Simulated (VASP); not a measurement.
A run of VASP 6.6.1 is set up as follows.

File INCAR:

```
  PREC = Accurate
  ENCUT = 520
  EDIFF = 1E-7
  ISMEAR = 0
  SIGMA = 0.1
  LREAL = False
  LASPH = True
  NELM = 80
  ALGO = Normal
  ISIF = 2
  LWAVE = False
  LCHARG = False
  GGA = PS
  NBANDS = 26
```

Contents of KPOINTS:

```
Automatic mesh
0
Gamma
  10 10 8
```

The input POSCAR:

```
CoSi2
1.0
    2.6462930137      2.6462930137      0.0000000000
   -2.6462930137      2.6462930137      0.0000000000
    0.0000000000      0.0000000000      5.3921955512
Co Si
2 4
Direct
    0.0000000000      0.0000000000      0.0000000000
    0.5000000000      0.5000000000      0.5000000000
    0.0000000000      0.5000000000      0.7500000000
    0.5000000000      0.0000000000      0.7500000000
    0.5000000000      0.0000000000      0.2500000000
    0.0000000000      0.5000000000      0.2500000000
```

Potentials or basis: VASP PAW PBE potentials, release 64 (Co, Si).

Launch:

```sh
$ cat potpaw_PBE.64/Co/POTCAR potpaw_PBE.64/Si/POTCAR > POTCAR
$ mpirun -np 1 vasp_std > vasp.out
```

Problem. What does it give for the band gap on the k mesh?

Solution. Zero (bands 17 and 18 overlap by 3.23 eV).

Problem. What does it give for the pressure?

Solution. -1.3 GPa.

Stress tensor (GPa, compression positive):
```
-0.70  0.00  0.00
 0.00 -0.70  0.00
 0.00  0.00 -2.44
```

Caveat: the cell differs from its parent crystal (uniaxial strain along c: +1.5 %); the PAW data sets were made with another functional, which shifts forces and pressure a little; the run has no spin polarisation, though such a crystal can be magnetic. Spin polarisation is off, so any magnetic state and its effect on volume and gap are missing.
